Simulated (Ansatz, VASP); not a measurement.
ZnSe in VASP and in Ansatz

POSCAR

```
ZnSe
1.0
    0.0000000000      2.8337995388      2.8337995388
    2.8337995388      0.0000000000      2.8337995388
    2.8337995388      2.8337995388      0.0000000000
Zn Se
1 1
Direct
    0.0000000000      0.0000000000      0.0000000000
    0.7500000000      0.7500000000      0.7500000000
```

Contents of INCAR.step1:

```
ALGO = Normal ; EDIFF = 1E-5
ENCUT = 520 ; GGA = PE
ISIF = 2 ; ISMEAR = 0
LASPH = T ; LCHARG = F
LREAL = F ; LWAVE = T
NBANDS = 16 ; NELM = 80
PREC = Accurate ; SIGMA = 0.05
```

The input INCAR.step2:

```
AEXX = 0.15 ; ALGO = Normal
EDIFF = 1E-7 ; ENCUT = 520
GGA = PE ; ISIF = 2
ISMEAR = 0 ; ISTART = 1
LASPH = T ; LCHARG = F
LHFCALC = T ; LREAL = F
LWAVE = F ; NBANDS = 16
NELM = 80 ; PREC = Accurate
PRECFOCK = Normal ; SIGMA = 0.05
```

File KPOINTS:

```
k-points
0
Gamma
  4 4 4
```

Input for Ansatz:

```yaml
crystal:
  lattice:
    - [0.0, 2.8337995388, 2.8337995388]
    - [2.8337995388, 0.0, 2.8337995388]
    - [2.8337995388, 2.8337995388, 0.0]
  atoms:
    - { symbol: Zn, position: [0.0, 0.0, 0.0] }
    - { symbol: Se, position: [0.75, 0.75, 0.75] }
basis:
  ecutwfc: 420
  ecutrho_ratio: 4
kpoints:
  mp_grid: { grid: [4, 4, 4] }
hamiltonian:
  xc: { exchange: pbe, correlation: pbe, exx: { coeff: 0.15 } }
scf:
  occupations: { method: gaussian, width: 0.05 }
  n_extra_bands: 9
output:
  forces: true
  stress: true
  eigenvalues: true
  populations: true
  dos: { projected: true, de: 0.02 }
  write_density: true
  write_potential: true
  elf: true
  volumetric_format: npy
```

Alike in both runs: task single point; functional PBE-based global hybrid; k mesh 4 × 4 × 4; occupations gaussian, width 0.05 eV; no spin polarisation.

|  | VASP | Ansatz |
| --- | --- | --- |
| version | VASP 6.6.1 | Ansatz 0.2.0 |
| potentials or method | VASP PAW PBE potentials, release 64 (Zn, Se), cutoff 520 eV | scalar-relativistic, plane waves, PAW |
| valence electrons in the cell | 18 | 28 |

Ansatz gave:

* gap on the k mesh at the Fermi level (eV): 2.36
* least direct gap on the mesh (eV): 2.36
* pressure (GPa): 1.7

Question: Estimate VASP's values.

Answer: gap on the k mesh at the Fermi level (eV): 2.38; least direct gap on the mesh (eV): 2.38; pressure (GPa): 1.8.

VASP's potentials were made for PBE, not for PBE-based global hybrid. VASP's potentials hold 18 valence electrons a cell and Ansatz's 28, so a difference there can come from the potentials and not from the codes. Ansatz's warnings: stress exchange threshold loose, stress scf threshold loose.

The k mesh is coarse, so the values compare programs but aren't converged.
